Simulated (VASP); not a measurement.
Co, 1 atom in the cell. Symmetry: Pm-3m, No. 221, cubic system. The conventional cell has a = 2.457 Å, b = 2.457 Å, c = 2.457 Å, α = 90.00°, β = 90.00°, γ = 90.00°. Within 3.2 Å of Co (site symmetry m-3m) lie 6 Co at 2.46 Å.  This cell differs from its parent crystal: volume scaled by 1.12.

* Program: VASP 6.6.1
* Task: single point
* Functional: RPBE
* Potentials or basis: VASP PAW PBE potentials, release 64 (Co)
* Cutoff: 520 eV
* k mesh: 15 × 15 × 15
* Occupations: fermi-dirac, width 0.05 eV
* Spin: collinear spin, ferromagnetic start
* Starting moments: [1.944] μB
* Dipole correction: no
* Further INCAR settings: ALGO = Normal; EDIFF = 1e-06; NBANDS = 14

Potentials or basis: VASP PAW PBE potentials, release 64 (Co).

Command:

```sh
$ cat potpaw_PBE.64/Co/POTCAR > POTCAR
$ mpirun -np 1 vasp_std > vasp.out
```

Hardware: 1 thread of Intel(R) Xeon(R) Platinum 8559C (Emerald Rapids), with other jobs on the host.

How long does it take, and how much memory?

Wall time 25 s on 1 thread of Intel(R) Xeon(R) Platinum 8559C (Emerald Rapids) (shared host), peak memory 0.15 GiB. Counts: scf iterations 13, k points 120.
